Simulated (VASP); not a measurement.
Set up this calculation in VASP 6.6.1, as the native input.

- Task: single point
- Functional: LDA
- Potentials or basis: VASP PAW LDA potentials, release 64 (Sn_d)
- Cutoff: 520 eV
- k mesh: 11 × 11 × 11
- Occupations: fermi-dirac, width 0.05 eV
- Spin: no spin polarisation
- Dipole correction: no
- Further INCAR settings: ALGO = Fast; EDIFF = 1e-06; NBANDS = 13

The structure of Sn lies in POSCAR:

```
Sn
1.0
   -1.6912936206      1.7393011766      2.2906073406
    1.6912936206     -1.7393011766      2.2906073406
    1.6912936206      1.7393011766     -2.2906073406
Sn
1
Direct
    0.0000000000      0.0000000000      0.0000000000
```

These files were run (other wordings do the same):

INCAR

```
PREC     = Accurate       # precision mode
ENCUT    = 520            # plane-wave cutoff, eV
EDIFF    = 1E-6           # SCF threshold, eV
ISMEAR   = -1             # smearing method
SIGMA    = 0.05           # smearing width, eV
LREAL    = False          # projectors in reciprocal space
LASPH    = True           # aspherical terms in the spheres
NELM     = 80             # most SCF steps
ALGO     = Fast           # electronic algorithm
ISIF     = 2              # what is computed and relaxed
LWAVE    = False          # write WAVECAR
LCHARG   = False          # write CHGCAR
GGA      = CA             # functional
NBANDS   = 13             # bands
```

KPOINTS

```
Automatic mesh
0
Gamma
  11 11 11
```

Potentials or basis: VASP PAW LDA potentials, release 64 (Sn_d).

Run with:

```bash
$ cat potpaw_LDA.64/Sn_d/POTCAR > POTCAR
$ mpirun -np 1 vasp_std > vasp.out
```

Results of the run:

```yaml
Pressure: -2.1 GPa
Band_gap_on_the_k_mesh: zero (band 7 reaches 15.37 eV, above the bottom of band 8 at 6.07 eV)
```

Caveat: spin-orbit coupling is left out, which moves the levels of the heavy elements.

It took 46 s on 1 thread of AMD EPYC 9R45 96-Core Processor (Zen 5) (shared host), peak memory 0.16 GiB.
